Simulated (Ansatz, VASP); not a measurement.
**Two plane-wave programs on Ba2S**

```xyz
3
Lattice="-2.7192 2.7192 3.2387 2.7192 -2.7192 3.2387 2.7192 2.7192 -3.2387" Properties=species:S:1:pos:R:3 pbc="T T T"
Ba    0.0000    2.7192    1.6193
Ba    2.7192    0.0000    1.6193
S     0.0000    0.0000    0.0000
```

Alike in both runs: task single point; functional PBE; k mesh 4 × 4 × 4; occupations gaussian, width 0.1 eV; no spin polarisation.

|  | VASP | Ansatz |
| --- | --- | --- |
| version | VASP 6.6.1 | Ansatz 0.2.0 |
| potentials or method | VASP PAW PBE potentials, release 64 (Ba_sv, S), cutoff 520 eV | scalar-relativistic, plane waves, PAW |
| valence electrons in the cell | 26 | 26 |

|  | VASP | Ansatz | Ansatz less VASP |
| --- | --- | --- | --- |
| gap on the k mesh at the Fermi level (eV) | none | none | - |
| pressure (GPa) | 4.9 | 3.7 | -1.12 |
| traceless stress, the component that is largest in VASP (GPa) | 7.05 | 6.64 | -0.417 |

A gap of «none» marks a metal or a gap that the smearing closes.

The k mesh is coarse, so the values compare programs but aren't converged. Spin-orbit coupling is off throughout.
